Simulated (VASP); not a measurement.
# Nb: single point with PBEsol

Crystal: Nb.

```xyz
1
Lattice="-1.6353 1.6353 1.6353 1.6353 -1.6353 1.6353 1.6353 1.6353 -1.6353" Properties=species:S:1:pos:R:3 pbc="T T T"
Nb    0.0000    0.0000    0.0000
```

```json
{
  "Program": "VASP 6.6.1",
  "Task": "single point",
  "Functional": "PBEsol",
  "Potentials or basis": "VASP PAW PBE potentials, release 64 (Nb_sv)",
  "Cutoff": "520 eV",
  "k mesh": "34 × 34 × 34",
  "Occupations": "methfessel-paxton, width 0.1 eV",
  "Spin": "no spin polarisation"
}
```

```json
{"Pressure": "-0.2 GPa", "Band gap on the k mesh": "zero (an odd number of electrons rules out a gap without spin polarisation)"}
```

Levels at points of the mesh, in eV from the Fermi level:
```
           k point  band 3  band 4  band 5  band 6  band 7  band 8  band 9  band 10  band 11  band 12
(0.00, 0.00, 0.00)  -29.47  -29.47   -6.01    0.37    0.37    0.37    3.38     3.38    14.30    14.30
(0.50, 0.00, 0.00)  -29.94  -29.49   -3.85   -1.74    2.44    3.43    4.14     6.67    11.71    12.51
(0.50, 0.50, 0.50)  -30.49  -30.49   -3.90   -3.90    5.85    5.85    5.85     9.31     9.31     9.31
```

Wall time 2.1 min on 1 thread of AMD EPYC 9R45 96-Core Processor (Zen 5), on a shared host, peak memory 0.29 GiB.

Caveat: the PAW data sets were made with another functional, which shifts forces and pressure a little.
